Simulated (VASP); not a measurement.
Os: single point with PBEsol

Crystal: Os.

```
CELL_PARAMETERS angstrom
2.63048 0.00000 0.00000
-1.31524 2.27807 0.00000
0.00000 0.00000 4.17171
ATOMIC_POSITIONS crystal
Os 0.33333 0.66667 0.25000
Os 0.66667 0.33333 0.75000
```

This cell differs from its parent crystal: volume scaled by 0.9.

| Quantity | Value |
| --- | --- |
| Program | VASP 6.6.1 |
| Task | single point |
| Functional | PBEsol |
| Potentials or basis | VASP PAW PBE potentials, release 64 (Os) |
| Cutoff | 520 eV |
| k mesh | 16 × 16 × 9 |
| Occupations | fermi-dirac, width 0.05 eV |
| Spin | no spin polarisation |
| Dipole correction | no |
| Further INCAR settings | ALGO = Normal; EDIFF = 1e-06; NBANDS = 15 |

```
Pressure               : 61.0 GPa
Band gap on the k mesh : zero (band 8 reaches 13.64 eV, above the bottom of band 9 at 8.98 eV)
```

Levels at points of the mesh, in eV from the Fermi level:
```tsv
k point	band 5	band 6	band 7	band 8	band 9	band 10	band 11	band 12
(0.00, 0.00, 0.00)	-3.41	-2.66	-2.66	-1.83	-1.83	-0.02	1.97	1.97
(0.50, 0.00, 0.00)	-3.23	-3.03	-2.24	2.50	3.17	3.27	5.23	6.62
```

Run time: 38 s on 1 thread of AMD EPYC 9R45 (Zen 5) (shared host), peak memory 0.14 GiB.

Caveat: the PAW data sets were made with another functional, which shifts forces and pressure a little; spin-orbit coupling is left out, which moves the levels of the heavy elements.
